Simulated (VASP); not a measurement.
# Mg in VASP: a series of runs

Runs on Mg. Level: PBEsol. Tasks: relaxation of cell and atoms, single point.

Everything below comes from runs of VASP 6.6.1. Logs are shortened: lines on timing, memory, paths and dates and some standing lists are left out, and cuts for length are marked.

## (1) The cell of the first run

Symmetry: Fm-3m, No. 225, cubic system. Conventional cell: a = 4.475 Å, b = 4.475 Å, c = 4.475 Å, α = 90.00°, β = 90.00°, γ = 90.00°. Mg (site symmetry m-3m) has 12 Mg at 3.16 Å within 4.2 Å.

This isn't the form of Mg at room conditions, which is hcp.

## (2) Relaxation of cell and atoms, PBEsol

INCAR

```
SYSTEM = Mg
PREC     = Accurate       ! precision mode
ENCUT    = 600            ! plane-wave cutoff, eV
EDIFF    = 1E-6           ! SCF threshold, eV
ISMEAR   = 0              ! smearing method
SIGMA    = 0.1            ! smearing width, eV
LREAL    = .FALSE.        ! projectors in reciprocal space
LASPH    = .TRUE.         ! aspherical terms in the spheres
NELM     = 80             ! most SCF steps
ALGO     = Normal         ! electronic algorithm
ISIF     = 3              ! what is computed and relaxed
LWAVE    = .FALSE.        ! write WAVECAR
LCHARG   = .FALSE.        ! write CHGCAR
GGA      = PS             ! functional
IBRION   = 2              ! ionic algorithm
NSW      = 80             ! ionic steps
EDIFFG   = -0.01          ! ionic threshold
```

KPOINTS

```
Automatic mesh
0
G
  16 16 16
  0 0 0
```

POSCAR

```
Mg
1.0
    0.0000000000      2.2375235059      2.2375235059
    2.2375235059      0.0000000000      2.2375235059
    2.2375235059      2.2375235059      0.0000000000
Mg
1
Direct
    0.0000000000      0.0000000000      0.0000000000
```

Potentials or basis: VASP PAW PBE potentials, release 64 (Mg).

On the command line:

```sh
$ cat potpaw_PBE.64/Mg/POTCAR > POTCAR
$ mpirun -np 1 vasp_std > vasp.out
```

OUTCAR:

```text
SYSTEM = Mg
   PREC = Accurate
   ENCUT = 600
   EDIFF = 1E-6
   ISMEAR = 0
   LREAL = .FALSE.
   LASPH = .TRUE.
   NELM = 80
   ISIF = 3
   GGA = PS
   IBRION = 2
   NSW = 80
   EDIFFG = -0.01

 ion  position               nearest neighbor table
   1  0.000  0.000  0.000-

  LATTYP: Found a face centered cubic cell.
 ALAT       =     4.4750470118

  Lattice vectors:

 A1 = (   0.0000000000,   2.2375235059,   2.2375235059)
 A2 = (   2.2375235059,   0.0000000000,   2.2375235059)
 A3 = (   2.2375235059,   2.2375235059,   0.0000000000)

Analysis of symmetry for initial positions (statically):
=====================================================================
 Subroutine PRICEL returns:
 Original cell was already a primitive cell.

 Routine SETGRP: Setting up the symmetry group for a
 face centered cubic supercell.

 Subroutine GETGRP returns: Found 48 space group operations
 (whereof 48 operations were pure point group operations)
 out of a pool of 48 trial point group operations.

The static configuration has the point symmetry O_h .

Analysis of symmetry for dynamics (positions and initial velocities):
=====================================================================
 Subroutine PRICEL returns:
 Original cell was already a primitive cell.

 Routine SETGRP: Setting up the symmetry group for a
 face centered cubic supercell.

 Subroutine GETGRP returns: Found 48 space group operations
 (whereof 48 operations were pure point group operations)
 out of a pool of 48 trial point group operations.

The dynamic configuration has the point symmetry O_h .

 Subroutine INISYM returns: Found 48 space group operations
 (whereof 48 operations are pure point group operations),
 and found     1 'primitive' translations

----------------------------------------------------------------------------------------

                                     Primitive cell

  volume of cell :      22.4044

  direct lattice vectors                    reciprocal lattice vectors
     0.000000000  2.237523506  2.237523506    -0.223461340  0.223461340  0.223461340
     2.237523506  0.000000000  2.237523506     0.223461340 -0.223461340  0.223461340
     2.237523506  2.237523506  0.000000000     0.223461340  0.223461340 -0.223461340

  length of vectors
     3.164336088  3.164336088  3.164336088     0.387046394  0.387046394  0.387046394

  position of ions in fractional coordinates (direct lattice)
     0.000000000  0.000000000  0.000000000

  ion indices of the primitive-cell ions
   primitive index   ion index
                 1           1

----------------------------------------------------------------------------------------

 KPOINTS: Automatic mesh

Automatic generation of k-mesh.
 Grid dimensions read from file:
 generate k-points for:   16   16   16

 Generating k-lattice:

  Cartesian coordinates                     Fractional coordinates (reciprocal lattice)
    -0.013966334  0.013966334  0.013966334     0.062500000  0.000000000  0.000000000
     0.013966334 -0.013966334  0.013966334     0.000000000  0.062500000  0.000000000
     0.013966334  0.013966334 -0.013966334     0.000000000  0.000000000  0.062500000

  Length of vectors
     0.024190400  0.024190400  0.024190400

  Shift w.r.t. Gamma in fractional coordinates (k-lattice)
     0.000000000  0.000000000  0.000000000

 Subroutine IBZKPT returns following result:
 ===========================================

 Found    145 irreducible k-points:

 Following reciprocal coordinates:
            Coordinates               Weight
  0.000000  0.000000  0.000000      1.000000
  0.062500  0.000000  0.000000      8.000000
  0.125000  0.000000  0.000000      8.000000
  0.187500  0.000000  0.000000      8.000000
  0.250000  0.000000  0.000000      8.000000
  0.312500  0.000000  0.000000      8.000000
[... 16 lines left out ...]
 -0.125000  0.062500  0.000000     24.000000
 -0.062500  0.062500  0.000000     12.000000
 [... further k-points ...]
   k-points           NKPTS =    145   k-points in BZ     NKDIM =    145   number of bands    NBANDS=      5
   number of dos      NEDOS =    301   number of ions     NIONS =      1
   total plane-waves  NPLWV =  21952
   dimension x,y,z NGX =    28 NGY =   28 NGZ =   28
   dimension x,y,z NGXF=    56 NGYF=   56 NGZF=   56
   ions per type =               1
   NGX,Y,Z   is equivalent  to a cutoff of  14.71, 14.71, 14.71 a.u.
   NGXF,Y,Z  is equivalent  to a cutoff of  29.42, 29.42, 29.42 a.u.
 SYSTEM =  Mg
   PREC   = accura    normal or accurate (medium, high low for compatibility)
   ISTART =      0    job   : 0-new  1-cont  2-samecut
   ICHARG =      2    charge: 1-file 2-atom 10-const
   ISPIN  =      1    spin polarized calculation?
   LNONCOLLINEAR =      F non collinear calculations
   LSORBIT =      F    spin-orbit coupling
   LASPH  =      T    aspherical Exc in radial PAW
   ENCUT  =  600.0 eV  44.10 Ry    6.64 a.u.   6.32  6.32  6.32*2*pi/ulx,y,z
   NELM   =     80;   NELMIN=  2; NELMDL= -5     # of ELM steps
   EDIFF  = 0.1E-05   stopping-criterion for ELM
   LREAL  =      F    real-space projection
   EDIFFG = -.1E-01   stopping-criterion for IOM
   NSW    =     80    number of steps for IOM
   IBRION =      2    ionic relax: 0-MD 1-quasi-New 2-CG
   NFREE  =      1    steps in history (QN), initial steepest desc. (CG)
   ISIF   =      3    stress and relaxation
   ISYM   =      2    0-nonsym 1-usesym 2-fastsym
   POTIM  = 0.5000    time-step for ionic-motion
   TEBEG  =    0.0;   TEEND  =   0.0 temperature during run
   PSTRESS=    0.0 pullay stress
   NELECT =       2.0000    total number of electrons
   NUPDOWN=      -1.0000    fix difference up-down
   EMIN   =  10.00;   EMAX   =-10.00  energy-range for DOS
   EFERMI =   0.00;   METHOD = LEGACY
   ISMEAR =     0;   SIGMA  =   0.10  broadening in eV -4-tet -1-fermi 0-gaus
   EFERMI_NEDOS =   21; number of points for ismear=-14 and -15
   IALGO  =     38    algorithm
   IMIX   =      4    mixing-type and parameters
     AMIX     =   0.40;   BMIX     =  1.00
     AMIX_MAG =   1.60;   BMIX_MAG =  1.00
  volume/ion in A,a.u.               =      22.40       151.19
  Fermi-wavevector in a.u.,A,eV,Ry     =   0.731656  1.382630  7.283487  0.535321
  Thomas-Fermi vector in A             =   1.823927
   LORBIT       =      0    0 simple, 1 ext, 2 COOP (PROOUT), +10 PAW based schemes
   GGA     = PS    functional components
   LHFCALC =     F    Hartree Fock is set to
   AEXX    =    0.0000 exact exchange contribution
   IVDW    =     0    specifies the selected vdW correction
   LEPSILON=     F    determine dielectric tensor
   LRPA    =     F    only Hartree local field effects (RPA)
 conjugate gradient relaxation of ions
 non-spin polarized calculation
 Gauss-broadening in eV      SIGMA  =   0.10
  energy-cutoff  :      600.00
  volume of cell :       22.40
 maximum number of plane-waves:       758
 NGX is ok and might be reduce to    28
   NGX = 13   NGY = 13   NGZ = 13

--------------------------------------- Ionic step        1  -------------------------------------------

 number of electron       2.0000000 magnetization

 Free energy of the ion-electron system (eV)
  ---------------------------------------------------
  ext. energy  EPLUGINS =         0.00000000
  ---------------------------------------------------
  free energy    TOTEN  =        -1.70957743 eV

  energy without entropy =       -1.70669557  energy(sigma->0) =       -1.70813650

------------------------ aborting loop because EDIFF is reached ----------------------------------------

  FORCE on cell =-STRESS in cart. coord.  units (eV):
  Direction    XX          YY          ZZ          XY          YZ          ZX
  --------------------------------------------------------------------------------------
  -------------------------------------------------------------------------------------
  Total        0.0582509      0.0582509      0.0582509      0.0000000      0.0000000     -0.0000000
  in kB        4.1656306      4.1656306      4.1656306      0.0000000      0.0000000     -0.0000000
  external PRESSURE =       4.1656306 kB  Pullay stress =       0.0000000 kB
[... 55 lines left out ...]
  energy  without entropy=       -1.7070148308  energy(sigma->0) =       -1.70844614

--------------------------------------- Ionic step        3  -------------------------------------------

 number of electron       2.0000000 magnetization

 Free energy of the ion-electron system (eV)
  ---------------------------------------------------
  ext. energy  EPLUGINS =         0.00000000
  ---------------------------------------------------
  free energy    TOTEN  =        -1.70989472 eV

  energy without entropy =       -1.70703808  energy(sigma->0) =       -1.70846640

 E-fermi :   2.6382     XC(G=0):  -8.5767

 val. band max:        2.6367176550   @ k =  -0.3750   0.4375   0.1250
 cond. band min:       2.6684616973   @ k =  -0.3125   0.3750   0.1250
 fundamental gap:      0.0317440424
 Fermi energy:         2.6381811659

 k-point     1 :       0.0000    0.0000    0.0000
  band No.  band energies     occupation
      1      -4.3263      2.00000
      2      15.0774      0.00000
      3      15.0774      0.00000
      4      15.0774      0.00000
      5      17.0836      0.00000

 k-point     2 :       0.0625    0.0000    0.0000
  band No.  band energies     occupation
      1      -4.2386      2.00000
      2      13.6830      0.00000
      3      14.8759      0.00000
      4      14.8759      0.00000
      5      17.1052      0.00000
[... 169 lines left out ...]
 k-point    24 :      -0.0625    0.0625    0.0000
  band No.  band energies     occupation
      1      -4.0927      2.00000
      2      12.7542      0.00000
      3      13.5799      0.00000
      4      15.3045      0.00000
      5      17.2500      0.00000

 [... further k-points ...]
[... 5 lines left out ...]
  --------------------------------------------------------------------------------------
  -------------------------------------------------------------------------------------
  Total        0.0004268      0.0004268      0.0004268     -0.0000000      0.0000000      0.0000000
  in kB        0.0301859      0.0301859      0.0301859     -0.0000000      0.0000000      0.0000000
  external PRESSURE =       0.0301859 kB  Pullay stress =       0.0000000 kB
[... 16 lines left out ...]
  FREE ENERGIE OF THE ION-ELECTRON SYSTEM (eV)
  ---------------------------------------------------
  free  energy   TOTEN  =        -1.7098947153 eV

  energy  without entropy=       -1.7070380827  energy(sigma->0) =       -1.70846640

 reached required accuracy - stopping structural energy minimisation
```

Run time: 20 s. Hardware: 1 thread of Intel Xeon Platinum 8559C (Emerald Rapids), shared host; peak memory 0.17 GiB.

What came out:

| Quantity | Value |
| --- | --- |
| Free energy | -1.7099 eV |
| Relaxed volume | 22.65 Å³/atom |
| Relaxed cell | a = 3.176 Å, b = 3.176 Å, c = 3.176 Å, α = 60.00°, β = 60.00°, γ = 60.00° |
| Space group after relaxing (to 0.1 Å) | Fm-3m (No. 225) |
| Energy gained by relaxing | 0.3 meV/atom |
| Ionic steps | 3 |
| Pressure after relaxing | 0.0 GPa |
| Band gap on the k mesh | zero (bands 1 and 2 overlap by 2.73 eV) |

The path:
```csv
step,energy change (eV),largest force (eV/Å),pressure (GPa),volume (Å³)
1,0.0000,0.0000,0.42,22.40
2,-0.0003,0.0000,0.10,22.59
3,-0.0003,0.0000,0.00,22.65
```

Final structure:
```
CELL_PARAMETERS angstrom
0.00000 2.24572 2.24572
2.24572 0.00000 2.24572
2.24572 2.24572 0.00000
ATOMIC_POSITIONS crystal
Mg 0.00000 0.00000 0.00000
```

Levels at points of the mesh, in eV from the Fermi level:
```csv
k point,band 1,band 2,band 3,band 4,band 5
"(0.00, 0.00, 0.00)",-6.96,12.44,12.44,12.44,14.45
"(0.50, 0.00, 0.00)",-1.72,-1.27,11.34,11.34,12.22
"(0.50, 0.50, 0.00)",-0.21,0.82,6.13,7.02,7.02
```

Caveat: the PAW data sets were made with another functional, which shifts forces and pressure a little.

(Part 1 of 2 ends here.)

The gap in the log of VASP goes by the Fermi energy; the results here count the filled bands.